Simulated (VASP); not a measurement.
# MoS2 in VASP: single point with PBE

Aim: the single point of MoS2 with PBE.

Everything below comes from runs of VASP 6.6.1. Logs are shortened: lines on timing, memory, paths and dates and some standing lists are left out, and cuts for length are marked.

## Step 1: The cell of the first run

The cell holds a slab with vacuum, 6 atoms: a = 3.163 Å, b = 3.163 Å, c = 24.127 Å, α = 90.00°, β = 90.00°, γ = 120.00°.

## Step 2: Single point, PBE

File INCAR:

```
PREC = Accurate
ENCUT = 520
EDIFF = 1E-6
ISMEAR = -1
SIGMA = 0.05
LREAL = False
LASPH = True
NELM = 100
ALGO = Normal
ISIF = 2
LWAVE = False
LCHARG = False
LDIPOL = True
IDIPOL = 3
DIPOL = 0.5 0.5 0.500
GGA = PE
NBANDS = 35
```

File KPOINTS:

```
Automatic mesh
0
Gamma
  10 10 1
```

File POSCAR:

```
MoS2
1.0
    3.1630007135      0.0000000000      0.0000000000
   -1.5815003568      2.7392389701      0.0000000000
    0.0000000000      0.0000000000     24.1268233650
S Mo
4 2
Direct
    0.3333333333      0.6666666667      0.3108573345
    0.3333333333      0.6666666667      0.4353450600
    0.0000000000      0.0000000000      0.5646549400
    0.0000000000      0.0000000000      0.6891426655
    0.6666666667      0.3333333333      0.3731138871
    0.3333333333      0.6666666667      0.6269114927
```

Potentials or basis: VASP PAW PBE potentials, release 64 (S, Mo_sv).

Run with:

```bash
cat potpaw_PBE.64/S/POTCAR potpaw_PBE.64/Mo_sv/POTCAR > POTCAR
mpirun -np 1 vasp_std > vasp.out
```

OUTCAR:

```text
PREC = Accurate
   ENCUT = 520
   EDIFF = 1E-6
   ISMEAR = -1
   LREAL = False
   LASPH = True
   NELM = 100
   ISIF = 2
   GGA = PE

 ion  position               nearest neighbor table
   1  0.333  0.667  0.311-   5 2.36   5 2.36   5 2.36
   2  0.333  0.667  0.435-   5 2.36   5 2.36   5 2.36
   3  0.000  0.000  0.565-   6 2.36   6 2.36   6 2.36
   4  0.000  0.000  0.689-   6 2.36   6 2.36   6 2.36
   5  0.667  0.333  0.373-   2 2.36   2 2.36   2 2.36   1 2.36   1 2.36   1 2.36
   6  0.333  0.667  0.627-   4 2.36   4 2.36   4 2.36   3 2.36   3 2.36   3 2.36

  LATTYP: Found a hexagonal cell.
 ALAT       =     3.1630007135
 C/A-ratio  =     7.6278273546

  Lattice vectors:

 A1 = (   3.1630007135,   0.0000000000,   0.0000000000)
 A2 = (  -1.5815003568,   2.7392389701,   0.0000000000)
 A3 = (   0.0000000000,   0.0000000000,  24.1268233650)

Analysis of symmetry for initial positions (statically):
=====================================================================
 Subroutine PRICEL returns:
 Original cell was already a primitive cell.

 Routine SETGRP: Setting up the symmetry group for a
 hexagonal supercell.

 Subroutine GETGRP returns: Found  6 space group operations
 (whereof  6 operations were pure point group operations)
 out of a pool of 24 trial point group operations.

The static configuration has the point symmetry C_3v.

Analysis of symmetry for dynamics (positions and initial velocities):
=====================================================================
 Subroutine PRICEL returns:
 Original cell was already a primitive cell.

 Routine SETGRP: Setting up the symmetry group for a
 hexagonal supercell.

 Subroutine GETGRP returns: Found  6 space group operations
 (whereof  6 operations were pure point group operations)
 out of a pool of 24 trial point group operations.

The dynamic configuration has the point symmetry C_3v.

 Subroutine INISYM returns: Found  6 space group operations
 (whereof  6 operations are pure point group operations),
 and found     1 'primitive' translations

----------------------------------------------------------------------------------------

                                     Primitive cell

  volume of cell :     209.0400

  direct lattice vectors                    reciprocal lattice vectors
     3.163000713  0.000000000  0.000000000     0.316155477  0.182532450  0.000000000
    -1.581500357  2.739238970  0.000000000     0.000000000  0.365064900  0.000000000
     0.000000000  0.000000000 24.126823365     0.000000000  0.000000000  0.041447645

  length of vectors
     3.163000713  3.163000714 24.126823365     0.365064900  0.365064900  0.041447645

  position of ions in fractional coordinates (direct lattice)
     0.333333333  0.666666667  0.310857334
     0.333333333  0.666666667  0.435345060
     0.000000000  0.000000000  0.564654940
     0.000000000  0.000000000  0.689142666
     0.666666667  0.333333333  0.373113887
     0.333333333  0.666666667  0.626911493

  ion indices of the primitive-cell ions
   primitive index   ion index
                 1           1
                 2           2
                 3           3
                 4           4
                 5           5
                 6           6

----------------------------------------------------------------------------------------

 KPOINTS: Automatic mesh

Automatic generation of k-mesh.
 Grid dimensions read from file:
 generate k-points for:   10   10    1

 Generating k-lattice:

  Cartesian coordinates                     Fractional coordinates (reciprocal lattice)
     0.031615548  0.018253245  0.000000000     0.100000000  0.000000000  0.000000000
     0.000000000  0.036506490  0.000000000     0.000000000  0.100000000  0.000000000
     0.000000000  0.000000000  0.041447645     0.000000000  0.000000000  1.000000000

  Length of vectors
     0.036506490  0.036506490  0.041447645

  Shift w.r.t. Gamma in fractional coordinates (k-lattice)
     0.000000000  0.000000000  0.000000000

 Subroutine IBZKPT returns following result:
 ===========================================

 Found     14 irreducible k-points:

 Following reciprocal coordinates:
            Coordinates               Weight
  0.000000  0.000000  0.000000      1.000000
  0.100000  0.000000  0.000000      6.000000
  0.200000  0.000000  0.000000      6.000000
  0.300000  0.000000  0.000000      6.000000
  0.400000  0.000000  0.000000      6.000000
  0.500000  0.000000  0.000000      3.000000
  0.100000  0.100000  0.000000      6.000000
  0.200000  0.100000  0.000000     12.000000
  0.300000  0.100000  0.000000     12.000000
  0.400000  0.100000  0.000000     12.000000
  0.200000  0.200000  0.000000      6.000000
  0.300000  0.200000  0.000000     12.000000
  0.400000  0.200000  0.000000      6.000000
  0.300000  0.300000  0.000000      6.000000
   k-points           NKPTS =     14   k-points in BZ     NKDIM =     14   number of bands    NBANDS=     35
   number of dos      NEDOS =    301   number of ions     NIONS =      6
   total plane-waves  NPLWV = 103680
   dimension x,y,z NGX =    24 NGY =   24 NGZ =  180
   dimension x,y,z NGXF=    48 NGYF=   48 NGZF=  360
   ions per type =               4   2
   NGX,Y,Z   is equivalent  to a cutoff of  12.61, 12.61, 12.40 a.u.
   NGXF,Y,Z  is equivalent  to a cutoff of  25.23, 25.23, 24.81 a.u.
 SYSTEM =  unknown system
   PREC   = accura    normal or accurate (medium, high low for compatibility)
   ISTART =      0    job   : 0-new  1-cont  2-samecut
   ICHARG =      2    charge: 1-file 2-atom 10-const
   ISPIN  =      1    spin polarized calculation?
   LNONCOLLINEAR =      F non collinear calculations
   LSORBIT =      F    spin-orbit coupling
   LASPH  =      T    aspherical Exc in radial PAW
   ENCUT  =  520.0 eV  38.22 Ry    6.18 a.u.   5.88  5.88 44.86*2*pi/ulx,y,z
   NELM   =    100;   NELMIN=  2; NELMDL= -5     # of ELM steps
   EDIFF  = 0.1E-05   stopping-criterion for ELM
   LREAL  =      F    real-space projection
[... 7 lines left out ...]
   TEBEG  =    0.0;   TEEND  =   0.0 temperature during run
   PSTRESS=    0.0 pullay stress
   NELECT =      52.0000    total number of electrons
   NUPDOWN=      -1.0000    fix difference up-down
   EMIN   =  10.00;   EMAX   =-10.00  energy-range for DOS
   EFERMI =   0.00;   METHOD = LEGACY
   ISMEAR =    -1;   SIGMA  =   0.05  broadening in eV -4-tet -1-fermi 0-gaus
   EFERMI_NEDOS =   21; number of points for ismear=-14 and -15
   IALGO  =     38    algorithm
   IMIX   =      4    mixing-type and parameters
     AMIX     =   0.40;   BMIX     =  1.00
     AMIX_MAG =   1.60;   BMIX_MAG =  1.00
  volume/ion in A,a.u.               =      34.84       235.11
  Fermi-wavevector in a.u.,A,eV,Ry     =   1.029594  1.945651 14.423054  1.060065
  Thomas-Fermi vector in A             =   2.163650
   LORBIT       =      0    0 simple, 1 ext, 2 COOP (PROOUT), +10 PAW based schemes
   GGA     = PE    functional components
   LHFCALC =     F    Hartree Fock is set to
   AEXX    =    0.0000 exact exchange contribution
   IVDW    =     0    specifies the selected vdW correction
   LEPSILON=     F    determine dielectric tensor
   LRPA    =     F    only Hartree local field effects (RPA)
 non-spin polarized calculation
  energy-cutoff  :      520.00
  volume of cell :      209.04
 maximum number of plane-waves:      5646
 NGX is ok and might be reduce to    24
   NGX = 11   NGY = 11   NGZ = 89

 number of electron      51.9999996 magnetization

 dipolmoment           0.000000      0.000000     -0.002651 electrons x Angstroem

 Free energy of the ion-electron system (eV)
  ---------------------------------------------------
  ext. energy  EPLUGINS =         0.00000000
  ---------------------------------------------------
  free energy    TOTEN  =       -43.48161411 eV

  energy without entropy =      -43.48161201  energy(sigma->0) =      -43.48161306

 E-fermi :   1.7075     XC(G=0):  -5.8897

 val. band max:        1.2386886175   @ k =   0.0000   0.0000   0.0000
 cond. band min:       2.2768634310   @ k =   0.3000   0.3000   0.0000
 fundamental gap:      1.0381748135
 Fermi energy:         1.7074546978

 k-point     1 :       0.0000    0.0000    0.0000
  band No.  band energies     occupation
      1     -60.2534      2.00000
      2     -60.1998      2.00000
      3     -34.4280      2.00000
      4     -34.3745      2.00000
      5     -34.2151      2.00000
      6     -34.2151      2.00000
[... 27 lines left out ...]
     34       3.8760      0.00000
     35       6.0689      0.00000

 k-point     2 :       0.1000    0.0000    0.0000
  band No.  band energies     occupation
      1     -60.2494      2.00000
      2     -60.1958      2.00000
      3     -34.4199      2.00000
      4     -34.3664      2.00000
      5     -34.2558      2.00000
      6     -34.2243      2.00000
[... 27 lines left out ...]
     34       3.7526      0.00000
     35       6.2922      0.00000

 k-point     3 :       0.2000    0.0000    0.0000
  band No.  band energies     occupation
      1     -60.2389      2.00000
      2     -60.1853      2.00000
      3     -34.3986      2.00000
      4     -34.3611      2.00000
      5     -34.3451      2.00000
      6     -34.3076      2.00000
[... 27 lines left out ...]
     34       4.3465      0.00000
     35       6.8620      0.00000

 k-point     4 :       0.3000    0.0000    0.0000
  band No.  band energies     occupation
      1     -60.2259      2.00000
      2     -60.1723      2.00000
      3     -34.4889      2.00000
      4     -34.4354      2.00000
      5     -34.3721      2.00000
      6     -34.3186      2.00000
[... 27 lines left out ...]
     34       4.8988      0.00000
     35       7.6649      0.00000

 k-point     5 :       0.4000    0.0000    0.0000
  band No.  band energies     occupation
      1     -60.2153      2.00000
      2     -60.1617      2.00000
      3     -34.5905      2.00000
      4     -34.5369      2.00000
      5     -34.3506      2.00000
      6     -34.3011      2.00000
[... 258 lines left out ...]
 k-point    12 :       0.3000    0.2000    0.0000
  band No.  band energies     occupation
      1     -60.2113      2.00000
      2     -60.1577      2.00000
      3     -34.5635      2.00000
      4     -34.5099      2.00000
      5     -34.3783      2.00000
      6     -34.3424      2.00000
[... 27 lines left out ...]
     34       5.4838      0.00000
     35       7.9033      0.00000

 k-point    13 :       0.4000    0.2000    0.0000
  band No.  band energies     occupation
      1     -60.2080      2.00000
      2     -60.1544      2.00000
      3     -34.5819      2.00000
      4     -34.5283      2.00000
      5     -34.3986      2.00000
      6     -34.3451      2.00000
[... 27 lines left out ...]
     34       5.4871      0.00000
     35       7.2748      0.00000

 k-point    14 :       0.3000    0.3000    0.0000
  band No.  band energies     occupation
      1     -60.2068      2.00000
      2     -60.1532      2.00000
      3     -34.5458      2.00000
      4     -34.4923      2.00000
      5     -34.4505      2.00000
      6     -34.3969      2.00000
[... 27 lines left out ...]
     34       5.7103      0.00000
     35       7.6784      0.00000

------------------------ aborting loop because EDIFF is reached ----------------------------------------

 vacuum level on the upper side and lower side of the slab       (xc-potential included)        -0.206        -0.151

  FORCE on cell =-STRESS in cart. coord.  units (eV):
  Direction    XX          YY          ZZ          XY          YZ          ZX
  --------------------------------------------------------------------------------------
  -------------------------------------------------------------------------------------
  Total        4.3471453      4.3471453      8.6520195     -0.0000000      0.0000000      0.0000000
  in kB       33.3184955     33.3184955     66.3130061     -0.0000000      0.0000000      0.0000000
  external PRESSURE =      44.3166657 kB  Pullay stress =       0.0000000 kB

 VOLUME and BASIS-vectors are now :
 -----------------------------------------------------------------------------
  energy-cutoff  :      520.00
  volume of cell :      209.04
      direct lattice vectors                 reciprocal lattice vectors
     3.163000713  0.000000000  0.000000000     0.316155477  0.182532450  0.000000000
    -1.581500357  2.739238970  0.000000000     0.000000000  0.365064900  0.000000000
     0.000000000  0.000000000 24.126823365     0.000000000  0.000000000  0.041447645

 POSITION                                       TOTAL-FORCE (eV/Angst)
 -----------------------------------------------------------------------------------
     -0.00000      1.82616      7.50000        -0.000000      0.000000     -1.373524
     -0.00000      1.82616     10.50349         0.000000      0.000000      1.273197
      0.00000      0.00000     13.62333        -0.000000      0.000000     -1.269671
      0.00000      0.00000     16.62682        -0.000000      0.000000      1.376921
      1.58150      0.91308      9.00205         0.000000      0.000000     -0.021836
     -0.00000      1.82616     15.12538         0.000000     -0.000000      0.014913
 -----------------------------------------------------------------------------------
    total drift:                                0.000000     -0.000000      0.000033

  FREE ENERGIE OF THE ION-ELECTRON SYSTEM (eV)
  ---------------------------------------------------
  free  energy   TOTEN  =       -43.4816141108 eV

  energy  without entropy=      -43.4816120064  energy(sigma->0) =      -43.48161306

 vacuum level on the upper side and lower side of the slab         6.405         6.462
```

Wall time 3.7 min (1 thread of Intel Xeon Platinum 8259CL at 2.50GHz (Skylake/Cascade Lake), shared host); peak memory 0.34 GiB.

Results:

```yaml
Free_energy: -43.4816 eV
Largest_force: 1.377 eV/Å
Band_gap_on_the_k_mesh: 1.04 eV (least direct gap 1.88 eV)
```

Forces in eV/Å, atoms in the order of the input:
```
S    0.000  0.000 -1.374
S    0.000  0.000  1.273
S    0.000  0.000 -1.270
S    0.000  0.000  1.377
Mo   0.000  0.000 -0.022
Mo   0.000  0.000  0.015
```
